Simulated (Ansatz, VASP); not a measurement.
## Ca3Sn3N2: VASP beside Ansatz

```xyz
8
Lattice="3.6773 0.0000 0.0000 0.0000 3.6773 0.0000 0.0000 0.0000 13.2456" Properties=species:S:1:pos:R:3 pbc="T T T"
Ca    0.0000    0.0000    0.0000
Ca    1.8387    1.8387   10.7803
Ca    1.8387    1.8387    2.4653
Sn    0.0000    0.0000    8.6830
Sn    0.0000    0.0000    4.5626
Sn    1.8387    1.8387    6.6228
N     0.0000    0.0000   10.8587
N     0.0000    0.0000    2.3869
```

Alike in both runs: functional PBE; k mesh 8 × 8 × 4; occupations gaussian, width 0.1 eV; no spin polarisation.

Ansatz relaxed the structure, and its values are those at the end. VASP's run is a single point on that final structure, the one shown.

|  | VASP | Ansatz |
| --- | --- | --- |
| version | VASP 6.6.1 | Ansatz 0.2.0 |
| potentials or method | VASP PAW PBE potentials, release 64 (Ca_sv, Sn_d, N), cutoff 520 eV | scalar-relativistic, plane waves, PAW |
| valence electrons in the cell | 82 | 82 |

```tsv
	VASP	Ansatz	Ansatz less VASP
gap on the k mesh at the Fermi level (eV)	none	none	-
pressure (GPa)	0.1	0.0	-0.11
rms of the force components (eV/Å)	0.007	0.000	-0.0062
```

A gap of «none» marks a metal or a gap that the smearing closes.
